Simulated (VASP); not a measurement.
Al, 2 atoms in the cell. It takes space group P6_3/mmc (No. 194, hexagonal). The conventional cell has a = 2.668 Å, b = 2.668 Å, c = 4.572 Å, α = 90.00°, β = 90.00°, γ = 120.00°. Within 3.5 Å of Al (site symmetry -6m2) lie 12 Al at 2.67 to 2.76 Å. This isn't the form of Al at room conditions, which is fcc. This cell differs from its parent crystal: strain -0.050 along x and y, -0.025 along z.

```yaml
Program: VASP 6.6.1
Task: single point
Functional: r2SCAN
Potentials_or_basis: VASP PAW PBE potentials, release 64 (Al)
Cutoff: 520 eV
k_mesh: 24 × 24 × 14
Occupations: gaussian, width 0.15 eV
Spin: no spin polarisation
Dipole_correction: no
Further_INCAR_settings: ALGO = Normal; EDIFF = 1e-06; NBANDS = 10
```

Potentials or basis: VASP PAW PBE potentials, release 64 (Al).

The run is started by

```sh
$ cat potpaw_PBE.64/Al/POTCAR > POTCAR
$ cp INCAR.step1 INCAR
$ mpirun -np 1 vasp_std > vasp.out
$ cp INCAR.step2 INCAR
$ mpirun -np 1 vasp_std > vasp.out
```

Hardware: 1 thread of Intel(R) Xeon(R) Platinum 8259CL CPU @ 2.50GHz (Skylake/Cascade Lake), with other jobs on the host.

Problem. Estimate the wall time of this run.

Solution. Run time: 4.4 min on 1 thread of Intel(R) Xeon(R) Platinum 8259CL CPU @ 2.50GHz (Skylake/Cascade Lake), on a shared host, peak memory 0.23 GiB. Counts: k points 488.
